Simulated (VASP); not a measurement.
# SiAu (L11 type) (R-3m) in VASP: electric field gradients with LDA

Aim: the electric field gradients of SiAu (L11 type) with LDA.

All numbers are computed with VASP 6.6.1; they aren't measurements. Logs are shortened: lines on timing, memory, paths and dates and some standing lists are left out, and cuts for length are marked.

## 1. The cell of the first run

It takes space group R-3m (No. 166, trigonal). Conventional cell: a = 3.297 Å, b = 3.297 Å, c = 10.851 Å, α = 90.00°, β = 90.00°, γ = 120.00°. Au (site symmetry -3m) has 6 Si at 2.63 Å and 6 Au at 3.30 Å within 3.5 Å. Within 3.5 Å of Si (site symmetry -3m) lie 6 Au at 2.63 Å and 6 Si at 3.30 Å.

## 2. Electric field gradients, LDA

File INCAR:

```
SYSTEM = SiAu
PREC = Accurate ; ENCUT = 400
EDIFF = 1E-8 ; ISMEAR = -1
SIGMA = 0.08 ; LREAL = .FALSE.
LASPH = .TRUE. ; NELM = 120
ALGO = Normal ; ISIF = 2
LWAVE = .FALSE. ; LCHARG = .FALSE.
GGA = CA ; LEFG = .TRUE.
NBANDS = 18 ; GGA_COMPAT = .FALSE.
```

File KPOINTS:

```
Automatic mesh
0
G
  15 15 15
  0 0 0
```

File POSCAR:

```
SiAu
1.0
    1.6482809970     -0.9516354773      3.6168697693
    0.0000000000      1.9032709546      3.6168697693
   -1.6482809970     -0.9516354773      3.6168697693
Au Si
1 1
Direct
    0.0000000000      0.0000000000      0.0000000000
    0.5000000000      0.5000000000      0.5000000000
```

Potentials or basis: VASP PAW LDA potentials, release 64 (Au_sv_GW, Si).

On the command line:

```console
$ cat potpaw_LDA.64/Au_sv_GW/POTCAR potpaw_LDA.64/Si/POTCAR > POTCAR
$ mpirun -np 1 vasp_std > vasp.out
```

OUTCAR:

```text
SYSTEM = SiAu
   PREC = Accurate
   ENCUT = 400
   EDIFF = 1E-8
   ISMEAR = -1
   LREAL = .FALSE.
   LASPH = .TRUE.
   NELM = 120
   ISIF = 2
   GGA = CA

 ion  position               nearest neighbor table
   1  0.000  0.000  0.000-   2 2.63   2 2.63   2 2.63   2 2.63   2 2.63   2 2.63
   2  0.500  0.500  0.500-   1 2.63   1 2.63   1 2.63   1 2.63   1 2.63   1 2.63

  LATTYP: Found a trigonal (rhomboedric) cell.
 ALAT       =     4.0870756360
 COS(alpha) =     0.6747126689

  Lattice vectors:

 A1 = (   1.6482809970,  -0.9516354773,   3.6168697693)
 A2 = (   0.0000000000,   1.9032709546,   3.6168697693)
 A3 = (  -1.6482809970,  -0.9516354773,   3.6168697693)

Analysis of symmetry for initial positions (statically):
=====================================================================
 Subroutine PRICEL returns:
 Original cell was already a primitive cell.

 Routine SETGRP: Setting up the symmetry group for a
 trigonal (rhombohedral) supercell.

 Subroutine GETGRP returns: Found 12 space group operations
 (whereof 12 operations were pure point group operations)
 out of a pool of 12 trial point group operations.

The static configuration has the point symmetry D_3d.

Analysis of symmetry for dynamics (positions and initial velocities):
=====================================================================
 Subroutine PRICEL returns:
 Original cell was already a primitive cell.

 Routine SETGRP: Setting up the symmetry group for a
 trigonal (rhombohedral) supercell.

 Subroutine GETGRP returns: Found 12 space group operations
 (whereof 12 operations were pure point group operations)
 out of a pool of 12 trial point group operations.

The dynamic configuration has the point symmetry D_3d.

 Subroutine INISYM returns: Found 12 space group operations
 (whereof 12 operations are pure point group operations),
 and found     1 'primitive' translations

----------------------------------------------------------------------------------------

                                     Primitive cell

  volume of cell :      34.0397

  direct lattice vectors                    reciprocal lattice vectors
     1.648280997 -0.951635477  3.616869769     0.303346335 -0.175137088  0.092160723
     0.000000000  1.903270955  3.616869769     0.000000000  0.350274177  0.092160723
    -1.648280997 -0.951635477  3.616869769    -0.303346335 -0.175137088  0.092160723

  length of vectors
     4.087075636  4.087075636  4.087075636     0.362195524  0.362195524  0.362195524

  position of ions in fractional coordinates (direct lattice)
     0.000000000  0.000000000  0.000000000
     0.500000000  0.500000000  0.500000000

  ion indices of the primitive-cell ions
   primitive index   ion index
                 1           1
                 2           2

----------------------------------------------------------------------------------------

 KPOINTS: Automatic mesh

Automatic generation of k-mesh.
 Grid dimensions read from file:
 generate k-points for:   15   15   15

 Generating k-lattice:

  Cartesian coordinates                     Fractional coordinates (reciprocal lattice)
     0.020223089 -0.011675806  0.006144048     0.066666667  0.000000000  0.000000000
     0.000000000  0.023351612  0.006144048     0.000000000  0.066666667  0.000000000
    -0.020223089 -0.011675806  0.006144048     0.000000000  0.000000000  0.066666667

  Length of vectors
     0.024146368  0.024146368  0.024146368

  Shift w.r.t. Gamma in fractional coordinates (k-lattice)
     0.000000000  0.000000000  0.000000000

 Subroutine IBZKPT returns following result:
 ===========================================

 Found    344 irreducible k-points:

 Following reciprocal coordinates:
            Coordinates               Weight
  0.000000  0.000000  0.000000      1.000000
  0.066667  0.000000 -0.000000      6.000000
  0.133333  0.000000  0.000000      6.000000
  0.200000 -0.000000 -0.000000      6.000000
  0.266667  0.000000  0.000000      6.000000
  0.333333  0.000000 -0.000000      6.000000
[... 16 lines left out ...]
  0.133333  0.133333 -0.000000      6.000000
  0.200000  0.133333 -0.000000     12.000000
 [... further k-points ...]
   k-points           NKPTS =    344   k-points in BZ     NKDIM =    344   number of bands    NBANDS=     18
   number of dos      NEDOS =    301   number of ions     NIONS =      2
   total plane-waves  NPLWV =  21952
   dimension x,y,z NGX =    28 NGY =   28 NGZ =   28
   dimension x,y,z NGXF=    56 NGYF=   56 NGZF=   56
   ions per type =               1   1
   NGX,Y,Z   is equivalent  to a cutoff of  11.39, 11.39, 11.39 a.u.
   NGXF,Y,Z  is equivalent  to a cutoff of  22.78, 22.78, 22.78 a.u.
 SYSTEM =  SiAu
   PREC   = accura    normal or accurate (medium, high low for compatibility)
   ISTART =      0    job   : 0-new  1-cont  2-samecut
   ICHARG =      2    charge: 1-file 2-atom 10-const
   ISPIN  =      1    spin polarized calculation?
   LNONCOLLINEAR =      F non collinear calculations
   LSORBIT =      F    spin-orbit coupling
   LASPH  =      T    aspherical Exc in radial PAW
   ENCUT  =  400.0 eV  29.40 Ry    5.42 a.u.   6.66  6.66  6.66*2*pi/ulx,y,z
   NELM   =    120;   NELMIN=  2; NELMDL= -5     # of ELM steps
   EDIFF  = 0.1E-07   stopping-criterion for ELM
   LREAL  =      F    real-space projection
   EDIFFG = 0.1E-06   stopping-criterion for IOM
   NSW    =      0    number of steps for IOM
   IBRION =     -1    ionic relax: 0-MD 1-quasi-New 2-CG
   NFREE  =      0    steps in history (QN), initial steepest desc. (CG)
   ISIF   =      2    stress and relaxation
   ISYM   =      2    0-nonsym 1-usesym 2-fastsym
   POTIM  = 0.5000    time-step for ionic-motion
   TEBEG  =    0.0;   TEEND  =   0.0 temperature during run
   PSTRESS=    0.0 pullay stress
   NELECT =      23.0000    total number of electrons
   NUPDOWN=      -1.0000    fix difference up-down
   EMIN   =  10.00;   EMAX   =-10.00  energy-range for DOS
   EFERMI =   0.00;   METHOD = LEGACY
   ISMEAR =    -1;   SIGMA  =   0.08  broadening in eV -4-tet -1-fermi 0-gaus
   EFERMI_NEDOS =   21; number of points for ismear=-14 and -15
   IALGO  =     38    algorithm
   IMIX   =      4    mixing-type and parameters
     AMIX     =   0.40;   BMIX     =  1.00
     AMIX_MAG =   1.60;   BMIX_MAG =  1.00
  volume/ion in A,a.u.               =      17.02       114.86
  Fermi-wavevector in a.u.,A,eV,Ry     =   1.436555  2.714694 28.078192  2.063689
  Thomas-Fermi vector in A             =   2.555730
   LORBIT       =      0    0 simple, 1 ext, 2 COOP (PROOUT), +10 PAW based schemes
   GGA     = CA    functional components
   LHFCALC =     F    Hartree Fock is set to
   AEXX    =    0.0000 exact exchange contribution
   IVDW    =     0    specifies the selected vdW correction
   LEPSILON=     F    determine dielectric tensor
   LRPA    =     F    only Hartree local field effects (RPA)
 non-spin polarized calculation
  energy-cutoff  :      400.00
  volume of cell :       34.04
 maximum number of plane-waves:       641
   NGX = 13   NGY = 13   NGZ = 13

 number of electron      23.0000006 magnetization

 Free energy of the ion-electron system (eV)
  ---------------------------------------------------
  ext. energy  EPLUGINS =         0.00000000
  ---------------------------------------------------
  free energy    TOTEN  =        -9.55995129 eV

  energy without entropy =       -9.54379181  energy(sigma->0) =       -9.55187155

 E-fermi :   8.4925     XC(G=0): -12.0857

 val. band max:        8.4908836254   @ k =  -0.3333   0.4000   0.2000
 cond. band min:       8.5024924798   @ k =   0.4667   0.3333   0.0000
 fundamental gap:      0.0116088545
 Fermi energy:         8.4924815040

 k-point     1 :       0.0000    0.0000    0.0000
  band No.  band energies     occupation
      1     -97.6545      2.00000
      2     -49.3468      2.00000
      3     -49.1918      2.00000
      4     -49.1918      2.00000
      5      -3.4944      2.00000
      6       2.3781      2.00000
[... 10 lines left out ...]
     17      19.5589      0.00000
     18      19.5589      0.00000

 k-point     2 :       0.0667    0.0000   -0.0000
  band No.  band energies     occupation
      1     -97.6541      2.00000
      2     -49.3469      2.00000
      3     -49.1926      2.00000
      4     -49.1916      2.00000
      5      -3.4026      2.00000
      6       2.4199      2.00000
[... 10 lines left out ...]
     17      19.7005      0.00000
     18      19.7343      0.00000

 k-point     3 :       0.1333    0.0000    0.0000
  band No.  band energies     occupation
      1     -97.6539      2.00000
      2     -49.3466      2.00000
      3     -49.1961      2.00000
      4     -49.1924      2.00000
      5      -3.1295      2.00000
      6       2.5099      2.00000
[... 10 lines left out ...]
     17      19.9950      0.00000
     18      20.2517      0.00000

 k-point     4 :       0.2000   -0.0000   -0.0000
  band No.  band energies     occupation
      1     -97.6536      2.00000
      2     -49.3458      2.00000
      3     -49.2017      2.00000
      4     -49.1938      2.00000
      5      -2.6822      2.00000
      6       2.4484      2.00000
[... 10 lines left out ...]
     17      18.9891      0.00000
     18      20.5813      0.00000

 k-point     5 :       0.2667    0.0000    0.0000
  band No.  band energies     occupation
      1     -97.6534      2.00000
      2     -49.3453      2.00000
      3     -49.2083      2.00000
      4     -49.1953      2.00000
      5      -2.0732      2.00000
      6       2.1897      2.00000
[... 10 lines left out ...]
     17      17.7307      0.00000
     18      20.4257      0.00000

 k-point     6 :       0.3333    0.0000   -0.0000
  band No.  band energies     occupation
      1     -97.6530      2.00000
      2     -49.3446      2.00000
      3     -49.2139      2.00000
      4     -49.1969      2.00000
      5      -1.3226      2.00000
      6       1.9348      2.00000
[... 307 lines left out ...]
 k-point    21 :      -0.1333    0.0667    0.0000
  band No.  band energies     occupation
      1     -97.6537      2.00000
      2     -49.3463      2.00000
      3     -49.1993      2.00000
      4     -49.1936      2.00000
      5      -2.8982      2.00000
      6       2.5983      2.00000
[... 10 lines left out ...]
     17      18.7078      0.00000
     18      19.8169      0.00000

 k-point    22 :      -0.0667    0.0667    0.0000
  band No.  band energies     occupation
      1     -97.6539      2.00000
      2     -49.3467      2.00000
      3     -49.1948      2.00000
      4     -49.1923      2.00000
      5      -3.2392      2.00000
      6       2.5083      2.00000
[... 10 lines left out ...]
     17      19.2129      0.00000
     18      19.9027      0.00000

 k-point    23 :       0.1333    0.1333   -0.0000
  band No.  band energies     occupation
      1     -97.6538      2.00000
      2     -49.3465      2.00000
      3     -49.1960      2.00000
      4     -49.1925      2.00000
      5      -3.0608      2.00000
      6       2.5010      2.00000
[... 10 lines left out ...]
     17      19.4123      0.00000
     18      19.7840      0.00000

 k-point    24 :       0.2000    0.1333   -0.0000
  band No.  band energies     occupation
      1     -97.6537      2.00000
      2     -49.3462      2.00000
      3     -49.1993      2.00000
      4     -49.1936      2.00000
      5      -2.7636      2.00000
      6       2.5439      2.00000
[... 10 lines left out ...]
     17      19.0598      0.00000
     18      19.9753      0.00000

 [... further k-points ...]

------------------------ aborting loop because EDIFF is reached ----------------------------------------

  FORCE on cell =-STRESS in cart. coord.  units (eV):
  Direction    XX          YY          ZZ          XY          YZ          ZX
  --------------------------------------------------------------------------------------
  -------------------------------------------------------------------------------------
  Total       -1.4708580     -1.4708580     -1.5147237      0.0000000     -0.0000000      0.0000000
  in kB      -69.2301572    -69.2301572    -71.2948223      0.0000000     -0.0000000      0.0000000
  external PRESSURE =     -69.9183789 kB  Pullay stress =       0.0000000 kB

 VOLUME and BASIS-vectors are now :
 -----------------------------------------------------------------------------
  energy-cutoff  :      400.00
  volume of cell :       34.04
      direct lattice vectors                 reciprocal lattice vectors
     1.648280997 -0.951635477  3.616869769     0.303346335 -0.175137088  0.092160723
     0.000000000  1.903270955  3.616869769     0.000000000  0.350274177  0.092160723
    -1.648280997 -0.951635477  3.616869769    -0.303346335 -0.175137088  0.092160723

 POSITION                                       TOTAL-FORCE (eV/Angst)
 -----------------------------------------------------------------------------------
      0.00000      0.00000      0.00000         0.000000      0.000000      0.000000
      0.00000      0.00000      5.42530         0.000000     -0.000000      0.000000
 -----------------------------------------------------------------------------------
    total drift:                                0.000000     -0.000000     -0.000000

  FREE ENERGIE OF THE ION-ELECTRON SYSTEM (eV)
  ---------------------------------------------------
  free  energy   TOTEN  =        -9.5599512946 eV

  energy  without entropy=       -9.5437918111  energy(sigma->0) =       -9.55187155

 Electric field gradients (V/A^2)
---------------------------------------------------------------------
 ion       V_xx      V_yy      V_zz      V_xy      V_xz      V_yz
---------------------------------------------------------------------
   1     134.221   134.221  -268.443    -0.000    -0.000     0.000
   2      15.707    15.707   -31.415     0.000    -0.000    -0.000
---------------------------------------------------------------------

 Electric field gradients after diagonalization (V/A^2)
 (convention: |V_zz| > |V_xx| > |V_yy|)
----------------------------------------------------------------------
 ion       V_xx      V_yy      V_zz     asymmetry (V_yy - V_xx)/ V_zz
----------------------------------------------------------------------
   1     134.221   134.221  -268.443       0.000
   2      15.707    15.707   -31.415       0.000
----------------------------------------------------------------------

           NMR quadrupolar parameters

 Cq : quadrupolar parameter    Cq=e*Q*V_zz/h
 eta: asymmetry parameters     (V_yy - V_xx)/ V_zz
 Q  : nuclear electric quadrupole moment in mb (millibarn)
----------------------------------------------------------------------
 ion       Cq(MHz)       eta       Q (mb)
----------------------------------------------------------------------
   1      -0.649       0.000       1.000
   2      -0.076       0.000       1.000
----------------------------------------------------------------------
```

Wall time 2.4 min (1 thread of Intel Xeon Platinum 8488C (Sapphire Rapids), shared host); peak memory 0.27 GiB.

What came out:

| Item | Value |
| --- | --- |
| Free energy | -9.5600 eV |
| Pressure | -7.0 GPa |
| Band gap on the k mesh | zero (an odd number of electrons rules out a gap without spin polarisation) |
| Largest electric field gradient by atom | Au -268.4; Si -31.4 V/Å² |

Electric field gradients, principal values (V/Å²):
```tsv
atom	least	middle	greatest (by size)
1 Au	134.221	134.221	-268.443
2 Si	15.707	15.707	-31.415
```

Caveat: the cell stands under tension; without QUAD_EFG the Cq values of the log hold for a quadrupole moment of 1 mb, not for the nuclei; spin-orbit coupling is left out, which moves the levels of the heavy elements; an odd number of electrons without spin polarisation forces a metal; a magnetic or distorted state may lie lower.
